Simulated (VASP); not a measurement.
Runs of VASP 6.6.1 on Ca. The structure is that of space group Fm-3m (No. 225), or close to it. The cells are those of the table. 

```csv
cell,gap on the mesh (eV),pressure (GPa)
"a = 3.952, b = 3.932, c = 3.932 Å, angles 60.3, 59.8, 59.8°, 1 atom",none,-1.0
"a = 3.952, b = 3.991, c = 3.991 Å, angles 59.3, 60.3, 60.3°, 1 atom",none,(a)
"a = 3.952, b = 3.912, c = 3.912 Å, angles 60.7, 59.7, 59.7°, 1 atom",none,-0.9
"a = 3.952, b = 4.021, c = 4.021 Å, angles 58.9, 60.6, 60.6°, 1 atom",none,(b)
"a = 3.952, b = 3.971, c = 3.971 Å, angles 59.7, 60.2, 60.2°, 1 atom",none,-1.3
```

Alike in all rows: task single point; level PBEsol; potentials or basis VASP PAW PBE potentials, release 64 (Ca_sv); no spin polarisation; k mesh 14 × 14 × 14; cutoff (eV) 520; smearing gaussian 0.15 eV.

Task: Estimate the missing entries.

Result: (a) -1.4; (b) -1.6.

Caveats: the PAW data sets were made with another functional, which shifts forces and pressure a little.

A gap of «none» marks levels without a gap at the run's occupations.
